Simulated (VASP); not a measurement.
Set up this calculation in VASP 6.6.1, as the native input.

```
Task                   : relaxation of cell and atoms
Functional             : r2SCAN
Potentials or basis    : VASP PAW PBE potentials, release 64 (Mn_pv)
Cutoff                 : 600 eV
k mesh                 : 15 × 15 × 15
Occupations            : fermi-dirac, width 0.1 eV
Spin                   : no spin polarisation
Dipole correction      : no
Further INCAR settings : ALGO = Normal; EDIFF = 1e-07; IBRION = 2; EDIFFG = -0.01; NSW = 80; ISIF = 3
```

The system is Mn.

```xyz
1
Lattice="-1.4321 1.4321 1.4321 1.4321 -1.4321 1.4321 1.4321 1.4321 -1.4321" Properties=species:S:1:pos:R:3 pbc="T T T"
Mn    0.0000    0.0000    0.0000
```

This isn't the form of Mn at room conditions, which is a 58-atom cubic cell.

These files were run (other wordings do the same):

POSCAR

```
Mn
1.0
   -1.4321439648      1.4321439648      1.4321439648
    1.4321439648     -1.4321439648      1.4321439648
    1.4321439648      1.4321439648     -1.4321439648
Mn
1
Direct
    0.0000000000      0.0000000000      0.0000000000
```

INCAR.step1

```
PREC     = Accurate       # precision mode
ENCUT    = 600            # plane-wave cutoff, eV
ISMEAR   = -1             # smearing method
SIGMA    = 0.1            # smearing width, eV
LREAL    = False          # projectors in reciprocal space
LASPH    = True           # aspherical terms in the spheres
NELM     = 80             # most SCF steps
GGA      = PE             # functional
ALGO     = Normal         # electronic algorithm
EDIFF    = 1E-4           # SCF threshold, eV
LWAVE    = True           # write WAVECAR
LCHARG   = False          # write CHGCAR
```

INCAR.step2

```
PREC     = Accurate       # precision mode
ENCUT    = 600            # plane-wave cutoff, eV
EDIFF    = 1E-7           # SCF threshold, eV
ISMEAR   = -1             # smearing method
SIGMA    = 0.1            # smearing width, eV
LREAL    = False          # projectors in reciprocal space
LASPH    = True           # aspherical terms in the spheres
NELM     = 80             # most SCF steps
ALGO     = Normal         # electronic algorithm
ISIF     = 3              # what is computed and relaxed
LWAVE    = False          # write WAVECAR
LCHARG   = False          # write CHGCAR
METAGGA  = R2SCAN         # meta-GGA
LMIXTAU  = True         
IBRION   = 2              # ionic algorithm
NSW      = 80             # ionic steps
EDIFFG   = -0.01          # ionic threshold
ISTART   = 1
```

KPOINTS

```
Automatic mesh
0
Gamma
  15 15 15
```

Potentials or basis: VASP PAW PBE potentials, release 64 (Mn_pv).

The run is started by

```console
$ cat potpaw_PBE.64/Mn_pv/POTCAR > POTCAR
$ cp INCAR.step1 INCAR
$ mpirun -np 1 vasp_std > vasp.out
$ cp INCAR.step2 INCAR
$ mpirun -np 1 vasp_std > vasp.out
```

It gave:

The relaxed volume is 10.52 Å³/atom, the relaxed cell is a = 2.391 Å, b = 2.391 Å, c = 2.391 Å, α = 109.47°, β = 109.47°, γ = 109.47° and the space group after relaxing (to 0.1 Å) is Im-3m (No. 229). The energy gained by relaxing is 111.2 meV/atom, the ionic steps are 7 and the pressure after relaxing is -0.1 GPa. The band gap on the k mesh is zero (an odd number of electrons rules out a gap without spin polarisation).

Caveat: the PAW data sets were made with another functional, which shifts forces and pressure a little; the run has no spin polarisation, though such a crystal can be magnetic.

It took 7.2 min on 1 thread of Intel Xeon 8259CL (shared host), peak memory 0.16 GiB.
